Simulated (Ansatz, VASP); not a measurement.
**In in VASP and in Ansatz**

```
CELL_PARAMETERS angstrom
-1.59423 1.59423 2.46250
1.59423 -1.59423 2.46250
1.59423 1.59423 -2.46250
ATOMIC_POSITIONS crystal
In 0.00000 0.00000 0.00000
```

Alike in both runs: task single point; functional PBEsol; k mesh 16 × 16 × 16; occupations gaussian, width 0.1 eV; no spin polarisation.

|  | VASP | Ansatz |
| --- | --- | --- |
| version | VASP 6.6.1 | Ansatz 0.2.0 |
| potentials or method | VASP PAW PBE potentials, release 64 (In_d), cutoff 520 eV | scalar-relativistic, plane waves, PAW |
| valence electrons in the cell | 13 | 13 |

|  | VASP | Ansatz | Ansatz less VASP |
| --- | --- | --- | --- |
| gap on the k mesh at the Fermi level (eV) | none | none | - |
| pressure (GPa) | 0.9 | 0.9 | +0.02 |
| traceless stress, the component that is largest in VASP (GPa) | 0.29 | 0.29 | +0.005 |

VASP's potentials were made for PBE, not for PBEsol. A gap of «none» marks a metal or a gap that the smearing closes. The functional is the same, so the differences come from potentials, cutoffs and numerics.
